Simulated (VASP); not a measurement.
# Mg2SiN2 (P4/mbm) in VASP: single point with PBE

Aim: the single point of Mg2SiN2 with PBE.

Program: VASP 6.6.1. These are calculated values, not measurements. Logs are shortened: lines on timing, memory, paths and dates and some standing lists are left out, and cuts for length are marked.

## 1. The cell of the first run

It takes space group P4/mbm (No. 127, tetragonal). Conventional cell: a = 5.805 Å, b = 5.805 Å, c = 3.061 Å, α = 90.00°, β = 90.00°, γ = 90.00°. Within 2.8 Å of Mg (site symmetry m2m) lie 6 N at 2.10 to 2.43 Å and 1 Mg at 2.46 Å and 4 Si at 2.69 Å. Within 2.8 Å of Si (site symmetry 4/m) lie 4 N at 2.14 Å and 8 Mg at 2.69 Å. N (site symmetry m2m) has 6 Mg at 2.10 to 2.43 Å and 2 Si at 2.14 Å within 2.8 Å.

## 2. Single point, PBE

INCAR reads:

```
PREC = Accurate ; ENCUT = 520
EDIFF = 1E-7 ; ISMEAR = 0
SIGMA = 0.1 ; LREAL = False
LASPH = True ; NELM = 60
ALGO = Normal ; ISIF = 2
LWAVE = False ; LCHARG = False
GGA = PE ; NBANDS = 29
```

KPOINTS reads:

```
Automatic mesh
0
Gamma
  8 8 12
```

POSCAR reads:

```
Mg2SiN2
1.0
    5.8051743288      0.0000000000      0.0000000000
    0.0000000000      5.8051743288      0.0000000000
    0.0000000000      0.0000000000      3.0613957105
Mg Si N
4 2 4
Direct
    0.1501235067      0.3498764933      0.5000000000
    0.8498764933      0.6501235067      0.5000000000
    0.3498764933      0.8498764933      0.5000000000
    0.6501235067      0.1501235067      0.5000000000
    0.0000000000      0.0000000000      0.0000000000
    0.5000000000      0.5000000000      0.0000000000
    0.1749125395      0.6749125395      0.0000000000
    0.8250874605      0.3250874605      0.0000000000
    0.3250874605      0.1749125395      0.0000000000
    0.6749125395      0.8250874605      0.0000000000
```

Potentials or basis: VASP PAW PBE potentials, release 64 (Mg, Si, N).

The run is started by

```
$ cat potpaw_PBE.64/Mg/POTCAR potpaw_PBE.64/Si/POTCAR potpaw_PBE.64/N/POTCAR > POTCAR
$ mpirun -np 1 vasp_std > vasp.out
```

OUTCAR:

```text
PREC = Accurate
   ENCUT = 520
   EDIFF = 1E-7
   ISMEAR = 0
   LREAL = False
   LASPH = True
   NELM = 60
   ISIF = 2
   GGA = PE

 ion  position               nearest neighbor table
   1  0.150  0.350  0.500-   9 2.10   9 2.10   7 2.43   7 2.43   8 2.43   8 2.43   2 2.46   6 2.69
                             6 2.69   5 2.69   5 2.69   3 3.13   4 3.13   3 3.13   4 3.13
   2  0.850  0.650  0.500-  10 2.10  10 2.10   7 2.43   7 2.43   8 2.43   8 2.43   1 2.46   6 2.69
                             6 2.69   5 2.69   5 2.69   3 3.13   4 3.13   4 3.13   3 3.13
   3  0.350  0.850  0.500-   7 2.10   7 2.10  10 2.43   9 2.43   9 2.43  10 2.43   4 2.46   6 2.69
                             6 2.69   5 2.69   5 2.69   2 3.13   1 3.13   1 3.13   2 3.13
   4  0.650  0.150  0.500-   8 2.10   8 2.10  10 2.43   9 2.43   9 2.43  10 2.43   3 2.46   6 2.69
                             6 2.69   5 2.69   5 2.69   2 3.13   1 3.13   2 3.13   1 3.13
   5  0.000  0.000  0.000-   7 2.14   8 2.14   9 2.14  10 2.14   1 2.69   2 2.69   3 2.69   4 2.69
                             1 2.69   2 2.69   3 2.69   4 2.69
   6  0.500  0.500  0.000-   7 2.14   8 2.14   9 2.14  10 2.14   1 2.69   2 2.69   3 2.69   4 2.69
                             1 2.69   2 2.69   3 2.69   4 2.69
   7  0.175  0.675  0.000-   3 2.10   3 2.10   6 2.14   5 2.14   1 2.43   1 2.43   2 2.43   2 2.43

   8  0.825  0.325  0.000-   4 2.10   4 2.10   6 2.14   5 2.14   1 2.43   1 2.43   2 2.43   2 2.43

   9  0.325  0.175  0.000-   1 2.10   1 2.10   6 2.14   5 2.14   4 2.43   3 2.43   3 2.43   4 2.43

  10  0.675  0.825  0.000-   2 2.10   2 2.10   6 2.14   5 2.14   4 2.43   3 2.43   3 2.43   4 2.43

  LATTYP: Found a simple tetragonal cell.
 ALAT       =     5.8051743288
 C/A-ratio  =     0.5273563785

  Lattice vectors:

 A1 = (   5.8051743288,   0.0000000000,   0.0000000000)
 A2 = (   0.0000000000,   5.8051743288,   0.0000000000)
 A3 = (   0.0000000000,   0.0000000000,   3.0613957105)

Analysis of symmetry for initial positions (statically):
=====================================================================
 Subroutine PRICEL returns:
 Original cell was already a primitive cell.

 Routine SETGRP: Setting up the symmetry group for a
 simple tetragonal supercell.

 Subroutine GETGRP returns: Found 16 space group operations
 (whereof  8 operations were pure point group operations)
 out of a pool of 16 trial point group operations.

The static configuration has the point symmetry C_4h.
 The point group associated with its full space group is D_4h.

Analysis of symmetry for dynamics (positions and initial velocities):
=====================================================================
 Subroutine PRICEL returns:
 Original cell was already a primitive cell.

 Routine SETGRP: Setting up the symmetry group for a
 simple tetragonal supercell.

 Subroutine GETGRP returns: Found 16 space group operations
 (whereof  8 operations were pure point group operations)
 out of a pool of 16 trial point group operations.

The dynamic configuration has the point symmetry C_4h.
 The point group associated with its full space group is D_4h.

 Subroutine INISYM returns: Found 16 space group operations
 (whereof  8 operations are pure point group operations),
 and found     1 'primitive' translations

----------------------------------------------------------------------------------------

                                     Primitive cell

  volume of cell :     103.1692

  direct lattice vectors                    reciprocal lattice vectors
     5.805174329  0.000000000  0.000000000     0.172260115  0.000000000  0.000000000
     0.000000000  5.805174329  0.000000000     0.000000000  0.172260115  0.000000000
     0.000000000  0.000000000  3.061395710     0.000000000  0.000000000  0.326648397

  length of vectors
     5.805174329  5.805174329  3.061395710     0.172260115  0.172260115  0.326648397

  position of ions in fractional coordinates (direct lattice)
     0.150123507  0.349876493  0.500000000
     0.849876493  0.650123507  0.500000000
     0.349876493  0.849876493  0.500000000
     0.650123507  0.150123507  0.500000000
     0.000000000  0.000000000  0.000000000
     0.500000000  0.500000000  0.000000000
     0.174912539  0.674912539  0.000000000
     0.825087461  0.325087461  0.000000000
     0.325087461  0.174912539  0.000000000
     0.674912539  0.825087461  0.000000000

  ion indices of the primitive-cell ions
   primitive index   ion index
                 1           1
                 2           2
                 3           3
                 4           4
                 5           5
                 6           6
                 7           7
                 8           8
                 9           9
                10          10

----------------------------------------------------------------------------------------

 KPOINTS: Automatic mesh

Automatic generation of k-mesh.
 Grid dimensions read from file:
 generate k-points for:    8    8   12

 Generating k-lattice:

  Cartesian coordinates                     Fractional coordinates (reciprocal lattice)
     0.021532514  0.000000000  0.000000000     0.125000000  0.000000000  0.000000000
     0.000000000  0.021532514  0.000000000     0.000000000  0.125000000  0.000000000
     0.000000000  0.000000000  0.027220700     0.000000000  0.000000000  0.083333333

  Length of vectors
     0.021532514  0.021532514  0.027220700

  Shift w.r.t. Gamma in fractional coordinates (k-lattice)
     0.000000000  0.000000000  0.000000000

 Subroutine IBZKPT returns following result:
 ===========================================

 Found    105 irreducible k-points:

 Following reciprocal coordinates:
            Coordinates               Weight
  0.000000  0.000000  0.000000      1.000000
  0.125000  0.000000  0.000000      4.000000
  0.250000  0.000000  0.000000      4.000000
  0.375000  0.000000  0.000000      4.000000
  0.500000  0.000000  0.000000      2.000000
  0.125000  0.125000  0.000000      4.000000
[... 16 lines left out ...]
  0.375000  0.125000  0.083333     16.000000
  0.500000  0.125000  0.083333      8.000000
 [... further k-points ...]
   k-points           NKPTS =    105   k-points in BZ     NKDIM =    105   number of bands    NBANDS=     29
   number of dos      NEDOS =    301   number of ions     NIONS =     10
   total plane-waves  NPLWV =  55296
   dimension x,y,z NGX =    48 NGY =   48 NGZ =   24
   dimension x,y,z NGXF=    96 NGYF=   96 NGZF=   48
   ions per type =               4   2   4
   NGX,Y,Z   is equivalent  to a cutoff of  13.75, 13.75, 13.03 a.u.
   NGXF,Y,Z  is equivalent  to a cutoff of  27.49, 27.49, 26.07 a.u.
 SYSTEM =  unknown system
   PREC   = accura    normal or accurate (medium, high low for compatibility)
   ISTART =      0    job   : 0-new  1-cont  2-samecut
   ICHARG =      2    charge: 1-file 2-atom 10-const
   ISPIN  =      1    spin polarized calculation?
   LNONCOLLINEAR =      F non collinear calculations
   LSORBIT =      F    spin-orbit coupling
   LASPH  =      T    aspherical Exc in radial PAW
   ENCUT  =  520.0 eV  38.22 Ry    6.18 a.u.  10.79 10.79  5.69*2*pi/ulx,y,z
   NELM   =     60;   NELMIN=  2; NELMDL= -5     # of ELM steps
   EDIFF  = 0.1E-06   stopping-criterion for ELM
   LREAL  =      F    real-space projection
   EDIFFG = 0.1E-05   stopping-criterion for IOM
   NSW    =      0    number of steps for IOM
   IBRION =     -1    ionic relax: 0-MD 1-quasi-New 2-CG
   NFREE  =      0    steps in history (QN), initial steepest desc. (CG)
   ISIF   =      2    stress and relaxation
   ISYM   =      2    0-nonsym 1-usesym 2-fastsym
   POTIM  = 0.5000    time-step for ionic-motion
   TEBEG  =    0.0;   TEEND  =   0.0 temperature during run
   PSTRESS=    0.0 pullay stress
   NELECT =      36.0000    total number of electrons
   NUPDOWN=      -1.0000    fix difference up-down
   EMIN   =  10.00;   EMAX   =-10.00  energy-range for DOS
   EFERMI =   0.00;   METHOD = LEGACY
   ISMEAR =     0;   SIGMA  =   0.10  broadening in eV -4-tet -1-fermi 0-gaus
   EFERMI_NEDOS =   21; number of points for ismear=-14 and -15
   IALGO  =     38    algorithm
   IMIX   =      4    mixing-type and parameters
     AMIX     =   0.40;   BMIX     =  1.00
     AMIX_MAG =   1.60;   BMIX_MAG =  1.00
  volume/ion in A,a.u.               =      10.32        69.62
  Fermi-wavevector in a.u.,A,eV,Ry     =   1.152548  2.178000 18.073527  1.328367
  Thomas-Fermi vector in A             =   2.289198
   LORBIT       =      0    0 simple, 1 ext, 2 COOP (PROOUT), +10 PAW based schemes
   GGA     = PE    functional components
   LHFCALC =     F    Hartree Fock is set to
   AEXX    =    0.0000 exact exchange contribution
   IVDW    =     0    specifies the selected vdW correction
   LEPSILON=     F    determine dielectric tensor
   LRPA    =     F    only Hartree local field effects (RPA)
 non-spin polarized calculation
 Gauss-broadening in eV      SIGMA  =   0.10
  energy-cutoff  :      520.00
  volume of cell :      103.17
 maximum number of plane-waves:      2808
 NGX is ok and might be reduce to    48
   NGX = 21   NGY = 21   NGZ = 11

 number of electron      36.0000002 magnetization

 Free energy of the ion-electron system (eV)
  ---------------------------------------------------
  ext. energy  EPLUGINS =         0.00000000
  ---------------------------------------------------
  free energy    TOTEN  =       -51.54024581 eV

  energy without entropy =      -51.53844462  energy(sigma->0) =      -51.53934521

 E-fermi :   7.5950     XC(G=0): -11.2890

 val. band max:        7.5676917009   @ k =   0.1250   0.1250   0.4167
 cond. band min:       7.6401672534   @ k =   0.2500   0.0000   0.5000
 fundamental gap:      0.0724755525
 Fermi energy:         7.5949877244

 k-point     1 :       0.0000    0.0000    0.0000
  band No.  band energies     occupation
      1      -9.1125      2.00000
      2      -7.2165      2.00000
      3      -7.2165      2.00000
      4      -6.5801      2.00000
      5      -3.3707      2.00000
      6       0.5759      2.00000
[... 21 lines left out ...]
     28      14.4299      0.00000
     29      15.5135      0.00000
[... 705 lines left out ...]
 k-point    24 :       0.5000    0.1250    0.0833
  band No.  band energies     occupation
      1      -8.2897      2.00000
      2      -8.2897      2.00000
      3      -6.9099      2.00000
      4      -6.9099      2.00000
      5      -1.7240      2.00000
      6      -1.7240      2.00000
[... 21 lines left out ...]
     28      14.3770      0.00000
     29      15.4893      0.00000

 [... further k-points ...]
[... 5 lines left out ...]
  --------------------------------------------------------------------------------------
  -------------------------------------------------------------------------------------
  Total       -0.1520742     -0.1520742     -0.2965347      0.0000000      0.0000000     -0.0000000
  in kB       -2.3616534     -2.3616534     -4.6050692      0.0000000      0.0000000     -0.0000000
  external PRESSURE =      -3.1094586 kB  Pullay stress =       0.0000000 kB

 VOLUME and BASIS-vectors are now :
 -----------------------------------------------------------------------------
  energy-cutoff  :      520.00
  volume of cell :      103.17
      direct lattice vectors                 reciprocal lattice vectors
     5.805174329  0.000000000  0.000000000     0.172260115  0.000000000  0.000000000
     0.000000000  5.805174329  0.000000000     0.000000000  0.172260115  0.000000000
     0.000000000  0.000000000  3.061395710     0.000000000  0.000000000  0.326648397

 POSITION                                       TOTAL-FORCE (eV/Angst)
 -----------------------------------------------------------------------------------
      0.87149      2.03109      1.53070         0.005472     -0.005472      0.000000
      4.93368      3.77408      1.53070        -0.005472      0.005472     -0.000000
      2.03109      4.93368      1.53070        -0.005472     -0.005472     -0.000000
      3.77408      0.87149      1.53070         0.005472      0.005472      0.000000
      0.00000      0.00000      0.00000         0.000000     -0.000000     -0.000000
      2.90259      2.90259      0.00000         0.000000     -0.000000     -0.000000
      1.01540      3.91798      0.00000        -0.018653     -0.018653     -0.000000
      4.78978      1.88719      0.00000         0.018653      0.018653     -0.000000
      1.88719      1.01540      0.00000         0.018653     -0.018653      0.000000
      3.91798      4.78978      0.00000        -0.018653      0.018653     -0.000000
 -----------------------------------------------------------------------------------
    total drift:                                0.000000      0.000000      0.000000

  FREE ENERGIE OF THE ION-ELECTRON SYSTEM (eV)
  ---------------------------------------------------
  free  energy   TOTEN  =       -51.5402458115 eV

  energy  without entropy=      -51.5384446168  energy(sigma->0) =      -51.53934521
```

Run time: 3.5 min. Hardware: 1 thread of AMD EPYC 9R45 (Zen 5), shared host; peak memory 0.37 GiB.

Results:

- Free energy: -51.5402 eV
- Pressure: -0.3 GPa
- Largest force: 0.026 eV/Å
- Band gap on the k mesh: zero (band 18 reaches 8.47 eV, above the bottom of band 19 at 6.91 eV)

Forces in eV/Å, atoms in the order of the input:
```
Mg   0.005 -0.005  0.000
Mg  -0.005  0.005  0.000
Mg  -0.005 -0.005  0.000
Mg   0.005  0.005  0.000
Si   0.000  0.000  0.000
Si   0.000  0.000  0.000
N   -0.019 -0.019  0.000
N    0.019  0.019  0.000
N    0.019 -0.019  0.000
N   -0.019  0.019  0.000
```
